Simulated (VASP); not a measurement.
# W (I4/mmm) in VASP: further runs

W is run at these levels: PBEsol; tasks: single point.

All numbers are computed with VASP 6.6.1; they aren't measurements. Logs are shortened: lines on timing, memory, paths and dates and some standing lists are left out, and cuts for length are marked.

## 1. The cell of the first run

The structure is tetragonal, space group I4/mmm (No. 139). The conventional cell has a = 3.060 Å, b = 3.060 Å, c = 3.211 Å, α = 90.00°, β = 90.00°, γ = 90.00°. W (site symmetry 4/mmm) has 14 W at 2.69 to 3.21 Å within 3.6 Å.

## 2. Single point, PBEsol (biaxial strain in the a-b plane: -3.0 %)

Input file INCAR:

```
SYSTEM = W
ALGO = Fast
EDIFF = 1E-6
ENCUT = 520
GGA = PS
ISIF = 2
ISMEAR = 0
LASPH = .True.
LCHARG = .False.
LREAL = .False.
LWAVE = .False.
NBANDS = 21
NELM = 100
PREC = Accurate
SIGMA = 0.1
```

Input file KPOINTS:

```
k-points
0
Gamma
  16 16 16
  0 0 0
```

Input file POSCAR:

```
W
1.0
    3.0596981360      0.0000000000      0.0000000000
    0.0000000000      3.0596981360      0.0000000000
    0.0000000000      0.0000000000      3.2111058788
W
2
Direct
    0.0000000000      0.0000000000      0.0000000000
    0.5000000000      0.5000000000      0.5000000000
```

Potentials or basis: VASP PAW PBE potentials, release 64 (W_sv).

Started as:

```sh
$ cat potpaw_PBE.64/W_sv/POTCAR > POTCAR
$ mpirun -np 1 vasp_std > vasp.out
```

OUTCAR:

```text
SYSTEM = W
   EDIFF = 1E-6
   ENCUT = 520
   GGA = PS
   ISIF = 2
   ISMEAR = 0
   LASPH = .True.
   LREAL = .False.
   NELM = 100
   PREC = Accurate

 ion  position               nearest neighbor table
   1  0.000  0.000  0.000-   2 2.69   2 2.69   2 2.69   2 2.69   2 2.69   2 2.69   2 2.69   2 2.69

   2  0.500  0.500  0.500-   1 2.69   1 2.69   1 2.69   1 2.69   1 2.69   1 2.69   1 2.69   1 2.69

  LATTYP: Found a simple tetragonal cell.
 ALAT       =     3.0596981360
 C/A-ratio  =     1.0494845361

  Lattice vectors:

 A1 = (   3.0596981360,   0.0000000000,   0.0000000000)
 A2 = (   0.0000000000,   3.0596981360,   0.0000000000)
 A3 = (   0.0000000000,   0.0000000000,   3.2111058788)

Analysis of symmetry for initial positions (statically):
=====================================================================
 Subroutine PRICEL returns following result:

  LATTYP: Found a body centered tetragonal cell.
 ALAT       =     3.0596981360
 C/A-ratio  =     1.0494845361

  Lattice vectors:

 A1 = (  -1.5298490680,  -1.5298490680,  -1.6055529394)
 A2 = (   1.5298490680,   1.5298490680,  -1.6055529394)
 A3 = (   1.5298490680,  -1.5298490680,   1.6055529394)

   2 primitive cells build up your supercell.

 Routine SETGRP: Setting up the symmetry group for a
 simple tetragonal supercell.

 Subroutine GETGRP returns: Found 16 space group operations
 (whereof 16 operations were pure point group operations)
 out of a pool of 16 trial point group operations.

The static configuration has the point symmetry D_4h.

Analysis of symmetry for dynamics (positions and initial velocities):
=====================================================================
 Subroutine PRICEL returns following result:

  LATTYP: Found a body centered tetragonal cell.
 ALAT       =     3.0596981360
 C/A-ratio  =     1.0494845361

  Lattice vectors:

 A1 = (  -1.5298490680,  -1.5298490680,  -1.6055529394)
 A2 = (   1.5298490680,   1.5298490680,  -1.6055529394)
 A3 = (   1.5298490680,  -1.5298490680,   1.6055529394)

   2 primitive cells build up your supercell.

 Routine SETGRP: Setting up the symmetry group for a
 simple tetragonal supercell.

 Subroutine GETGRP returns: Found 16 space group operations
 (whereof 16 operations were pure point group operations)
 out of a pool of 16 trial point group operations.

The dynamic configuration has the point symmetry D_4h.

 Subroutine INISYM returns: Found 16 space group operations
 (whereof 16 operations are pure point group operations),
 and found     2 'primitive' translations

----------------------------------------------------------------------------------------

                                     Primitive cell

  volume of cell :      15.0308

  direct lattice vectors                    reciprocal lattice vectors
    -1.529849068 -1.529849068 -1.605552939    -0.000000000 -0.326829627 -0.311419193
     1.529849068  1.529849068 -1.605552939     0.326829627  0.000000000 -0.311419193
     1.529849068 -1.529849068  1.605552939     0.326829627 -0.326829627  0.000000000

  length of vectors
     2.694193123  2.694193123  2.694193123     0.451441600  0.451441600  0.462206891

  position of ions in fractional coordinates (direct lattice)
     0.000000000  0.000000000  0.000000000

  ion indices of the primitive-cell ions
   primitive index   ion index
                 1           1

----------------------------------------------------------------------------------------

 KPOINTS: k-points

Automatic generation of k-mesh.
 Grid dimensions read from file:
 generate k-points for:   16   16   16

 Generating k-lattice:

  Cartesian coordinates                     Fractional coordinates (reciprocal lattice)
     0.020426852  0.000000000  0.000000000     0.062500000  0.000000000  0.000000000
     0.000000000  0.020426852  0.000000000     0.000000000  0.062500000  0.000000000
     0.000000000  0.000000000  0.019463700     0.000000000  0.000000000  0.062500000

  Length of vectors
     0.020426852  0.020426852  0.019463700

  Shift w.r.t. Gamma in fractional coordinates (k-lattice)
     0.000000000  0.000000000  0.000000000

 Subroutine IBZKPT returns following result:
 ===========================================

 Found    405 irreducible k-points:

 Following reciprocal coordinates:
            Coordinates               Weight
  0.000000  0.000000  0.000000      1.000000
  0.062500  0.000000  0.000000      4.000000
  0.125000  0.000000  0.000000      4.000000
  0.187500  0.000000  0.000000      4.000000
  0.250000  0.000000  0.000000      4.000000
  0.312500  0.000000  0.000000      4.000000
[... 16 lines left out ...]
  0.437500  0.125000  0.000000      8.000000
  0.500000  0.125000  0.000000      4.000000
 [... further k-points ...]
   k-points           NKPTS =    405   k-points in BZ     NKDIM =    405   number of bands    NBANDS=     21
   number of dos      NEDOS =    301   number of ions     NIONS =      2
   total plane-waves  NPLWV =  13824
   dimension x,y,z NGX =    24 NGY =   24 NGZ =   24
   dimension x,y,z NGXF=    48 NGYF=   48 NGZF=   48
   ions per type =               2
   NGX,Y,Z   is equivalent  to a cutoff of  13.04, 13.04, 12.43 a.u.
   NGXF,Y,Z  is equivalent  to a cutoff of  26.08, 26.08, 24.85 a.u.
 SYSTEM =  W
   PREC   = accura    normal or accurate (medium, high low for compatibility)
   ISTART =      0    job   : 0-new  1-cont  2-samecut
   ICHARG =      2    charge: 1-file 2-atom 10-const
   ISPIN  =      1    spin polarized calculation?
   LNONCOLLINEAR =      F non collinear calculations
   LSORBIT =      F    spin-orbit coupling
   LASPH  =      T    aspherical Exc in radial PAW
   ENCUT  =  520.0 eV  38.22 Ry    6.18 a.u.   5.69  5.69  5.97*2*pi/ulx,y,z
   NELM   =    100;   NELMIN=  2; NELMDL= -5     # of ELM steps
   EDIFF  = 0.1E-05   stopping-criterion for ELM
   LREAL  =      F    real-space projection
   EDIFFG = 0.1E-04   stopping-criterion for IOM
   NSW    =      0    number of steps for IOM
   IBRION =     -1    ionic relax: 0-MD 1-quasi-New 2-CG
   NFREE  =      0    steps in history (QN), initial steepest desc. (CG)
   ISIF   =      2    stress and relaxation
   ISYM   =      2    0-nonsym 1-usesym 2-fastsym
   POTIM  = 0.5000    time-step for ionic-motion
   TEBEG  =    0.0;   TEEND  =   0.0 temperature during run
   PSTRESS=    0.0 pullay stress
   NELECT =      28.0000    total number of electrons
   NUPDOWN=      -1.0000    fix difference up-down
   EMIN   =  10.00;   EMAX   =-10.00  energy-range for DOS
   EFERMI =   0.00;   METHOD = LEGACY
   ISMEAR =     0;   SIGMA  =   0.10  broadening in eV -4-tet -1-fermi 0-gaus
   EFERMI_NEDOS =   21; number of points for ismear=-14 and -15
   IALGO  =     68    algorithm
   IMIX   =      4    mixing-type and parameters
     AMIX     =   0.40;   BMIX     =  1.00
     AMIX_MAG =   1.60;   BMIX_MAG =  1.00
  volume/ion in A,a.u.               =      15.03       101.43
  Fermi-wavevector in a.u.,A,eV,Ry     =   1.598786  3.021267 34.778064  2.556116
  Thomas-Fermi vector in A             =   2.696181
   LORBIT       =      0    0 simple, 1 ext, 2 COOP (PROOUT), +10 PAW based schemes
   GGA     = PS    functional components
   LHFCALC =     F    Hartree Fock is set to
   AEXX    =    0.0000 exact exchange contribution
   IVDW    =     0    specifies the selected vdW correction
   LEPSILON=     F    determine dielectric tensor
   LRPA    =     F    only Hartree local field effects (RPA)
 non-spin polarized calculation
 RMM-DIIS sequential band-by-band and
 Gauss-broadening in eV      SIGMA  =   0.10
  energy-cutoff  :      520.00
  volume of cell :       30.06
 maximum number of plane-waves:       836
 NGX is ok and might be reduce to    24
   NGX = 11   NGY = 11   NGZ = 11

 number of electron      27.9999995 magnetization

 Free energy of the ion-electron system (eV)
  ---------------------------------------------------
  ext. energy  EPLUGINS =         0.00000000
  ---------------------------------------------------
  free energy    TOTEN  =       -27.49256538 eV

  energy without entropy =      -27.48763555  energy(sigma->0) =      -27.49010047

 E-fermi :  12.0945     XC(G=0): -14.0644

 val. band max:       12.0813894488   @ k =   0.1250   0.0000   0.4375
 cond. band min:      12.1000307138   @ k =   0.0625   0.0000   0.2500
 fundamental gap:      0.0186412650
 Fermi energy:        12.0944552046

 k-point     1 :       0.0000    0.0000    0.0000
  band No.  band energies     occupation
      1     -62.0201      2.00000
      2     -61.7261      2.00000
      3     -26.6620      2.00000
      4     -26.5024      2.00000
      5     -26.5024      2.00000
      6     -25.4998      2.00000
[... 13 lines left out ...]
     20      19.8951      0.00000
     21      21.2025      0.00000

 k-point     2 :       0.0625    0.0000    0.0000
  band No.  band energies     occupation
      1     -62.0168      2.00000
      2     -61.7284      2.00000
      3     -26.6505      2.00000
      4     -26.5056      2.00000
      5     -26.4922      2.00000
      6     -25.5106      2.00000
[... 13 lines left out ...]
     20      20.6828      0.00000
     21      20.8462      0.00000

 k-point     3 :       0.1250    0.0000    0.0000
  band No.  band energies     occupation
      1     -62.0070      2.00000
      2     -61.7353      2.00000
      3     -26.6166      2.00000
      4     -26.5135      2.00000
      5     -26.4620      2.00000
      6     -25.5798      2.00000
[... 13 lines left out ...]
     20      19.9704      0.00000
     21      22.1335      0.00000

 k-point     4 :       0.1875    0.0000    0.0000
  band No.  band energies     occupation
      1     -61.9913      2.00000
      2     -61.7466      2.00000
      3     -26.5616      2.00000
      4     -26.5218      2.00000
      5     -26.4132      2.00000
      6     -25.6862      2.00000
[... 13 lines left out ...]
     20      18.8962      0.00000
     21      23.7732      0.00000

 k-point     5 :       0.2500    0.0000    0.0000
  band No.  band energies     occupation
      1     -61.9704      2.00000
      2     -61.7623      2.00000
      3     -26.5238      2.00000
      4     -26.4877      2.00000
      5     -26.3477      2.00000
      6     -25.8178      2.00000
[... 13 lines left out ...]
     20      17.8532      0.00000
     21      25.5139      0.00000

 k-point     6 :       0.3125    0.0000    0.0000
  band No.  band energies     occupation
      1     -61.9456      2.00000
      2     -61.7820      2.00000
      3     -26.5125      2.00000
      4     -26.3979      2.00000
      5     -26.2682      2.00000
      6     -25.9613      2.00000
[... 13 lines left out ...]
     20      17.0027      0.00000
     21      27.3133      0.00000

 k-point     7 :       0.3750    0.0000    0.0000
  band No.  band energies     occupation
      1     -61.9179      2.00000
      2     -61.8052      2.00000
      3     -26.4812      2.00000
      4     -26.2958      2.00000
      5     -26.1781      2.00000
      6     -26.1036      2.00000
[... 13 lines left out ...]
     20      16.4643      0.00000
     21      28.1730      0.00000
[... 291 lines left out ...]
      1     -61.9605      2.00000
      2     -61.7681      2.00000
      3     -26.6338      2.00000
      4     -26.4532      2.00000
      5     -26.2249      2.00000
      6     -25.9940      2.00000
[... 13 lines left out ...]
     20      19.1425      0.00000
     21      24.6972      0.00000

 k-point    21 :       0.3125    0.1250    0.0000
  band No.  band energies     occupation
      1     -61.9372      2.00000
      2     -61.7860      2.00000
      3     -26.6381      2.00000
      4     -26.3692      2.00000
      5     -26.1394      2.00000
      6     -26.1390      2.00000
[... 13 lines left out ...]
     20      18.0672      0.00000
     21      26.0062      0.00000

 k-point    22 :       0.3750    0.1250    0.0000
  band No.  band energies     occupation
      1     -61.9115      2.00000
      2     -61.8073      2.00000
      3     -26.6200      2.00000
      4     -26.2786      2.00000
      5     -26.2741      2.00000
      6     -26.0468      2.00000
[... 13 lines left out ...]
     20      17.2031      0.00000
     21      26.6720      0.00000

 k-point    23 :       0.4375    0.1250    0.0000
  band No.  band energies     occupation
      1     -61.8844      2.00000
      2     -61.8313      2.00000
      3     -26.5754      2.00000
      4     -26.4021      2.00000
      5     -26.1715      2.00000
      6     -25.9612      2.00000
[... 13 lines left out ...]
     20      16.6366      0.00000
     21      26.5934      0.00000

 k-point    24 :       0.5000    0.1250    0.0000
  band No.  band energies     occupation
      1     -61.8574      2.00000
      2     -61.8574      2.00000
      3     -26.5024      2.00000
      4     -26.5024      2.00000
      5     -26.0659      2.00000
      6     -26.0659      2.00000
[... 13 lines left out ...]
     20      16.3407      0.00000
     21      26.3627      0.00000

 [... further k-points ...]
[... 5 lines left out ...]
  --------------------------------------------------------------------------------------
  -------------------------------------------------------------------------------------
  Total        4.1385418      4.1385418      1.0143212      0.0000000      0.0000000     -0.0000000
  in kB      220.5698453    220.5698453     54.0597836      0.0000000      0.0000000     -0.0000000
  external PRESSURE =     165.0664914 kB  Pullay stress =       0.0000000 kB

 VOLUME and BASIS-vectors are now :
 -----------------------------------------------------------------------------
  energy-cutoff  :      520.00
  volume of cell :       30.06
      direct lattice vectors                 reciprocal lattice vectors
     3.059698136  0.000000000  0.000000000     0.326829627  0.000000000  0.000000000
     0.000000000  3.059698136  0.000000000     0.000000000  0.326829627  0.000000000
     0.000000000  0.000000000  3.211105879     0.000000000  0.000000000  0.311419193

 POSITION                                       TOTAL-FORCE (eV/Angst)
 -----------------------------------------------------------------------------------
      0.00000      0.00000      0.00000        -0.000000      0.000000      0.000000
      1.52985      1.52985      1.60555         0.000000     -0.000000     -0.000000
 -----------------------------------------------------------------------------------
    total drift:                                0.000000      0.000000     -0.000000

  FREE ENERGIE OF THE ION-ELECTRON SYSTEM (eV)
  ---------------------------------------------------
  free  energy   TOTEN  =       -27.4925653776 eV

  energy  without entropy=      -27.4876355538  energy(sigma->0) =      -27.49010047
```

It took 81 s on 1 thread of Intel Xeon Platinum 8375C at 2.90GHz (Ice Lake), shared host; peak memory 0.3 GiB.

What came out:

```yaml
Free_energy: -27.4926 eV
Pressure: 16.5 GPa
Band_gap_on_the_k_mesh: zero (band 14 reaches 13.24 eV, above the bottom of band 15 at 11.30 eV)
```

Levels at points of the mesh, in eV from the Fermi level:
```csv
k point,band 10,band 11,band 12,band 13,band 14,band 15,band 16,band 17,band 18,band 19
"(0.00, 0.00, 0.00)",-6.41,-6.25,-1.56,-1.56,-0.90,1.85,2.75,5.39,5.62,5.62
"(0.50, 0.00, 0.00)",-5.25,-3.08,-3.08,-0.98,-0.98,-0.49,-0.49,1.31,1.31,4.15
"(0.50, 0.50, 0.00)",-6.69,-4.32,-4.32,1.14,1.14,2.87,2.87,3.63,3.63,6.72
"(0.00, 0.00, 0.50)",-5.59,-3.27,-3.27,-0.33,-0.33,-0.33,-0.33,1.64,1.64,2.93
"(0.50, 0.00, 0.50)",-6.68,-3.63,-3.63,0.74,0.74,1.78,1.78,3.34,3.34,6.54
"(0.50, 0.50, 0.50)",-3.35,-3.01,-3.01,-3.01,-3.01,3.15,3.15,3.77,3.77,7.22
```

Caveat: the cell differs from its parent crystal (biaxial strain in the a-b plane: -3.0 %); the PAW data sets were made with another functional, which shifts forces and pressure a little; spin-orbit coupling is left out, which moves the levels of the heavy elements.

(Continued in part 2 of 2.)
